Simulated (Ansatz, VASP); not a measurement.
# ZrC: VASP beside Ansatz

```
Zr C
1.0
     0.00000    2.44422    2.16219
     2.44422    0.00000    2.16219
     2.44422    2.44422    0.00000
Zr C
1 1
Direct
  0.50000 0.50000 0.50000
  0.00000 0.00000 0.00000
```

Change from the starting cell: strain +0.040 along x and y, -0.080 along z, atoms carried along.

Alike in both runs: task single point; functional PBE; k mesh 18 × 18 × 18; occupations gaussian, width 0.15 eV; no spin polarisation.

|  | VASP | Ansatz |
| --- | --- | --- |
| version | VASP 6.6.1 | Ansatz 0.2.0 |
| potentials or method | VASP PAW PBE potentials, release 64 (Zr_sv, C), cutoff 520 eV | scalar-relativistic, plane waves, PAW |
| valence electrons in the cell | 16 | 16 |

VASP gave:

* gap on the k mesh at the Fermi level (eV): none
* pressure (GPa): 9.1
* traceless stress, the component that is largest in VASP (GPa): 37.01

What did Ansatz give for the same quantities?

gap on the k mesh at the Fermi level (eV): none; pressure (GPa): 8.8; traceless stress, the component that is largest in VASP (GPa): 36.87.

A gap of «none» marks a metal or a gap that the smearing closes. With one functional, cell and mesh, what is left measures potentials, basis and numerics.
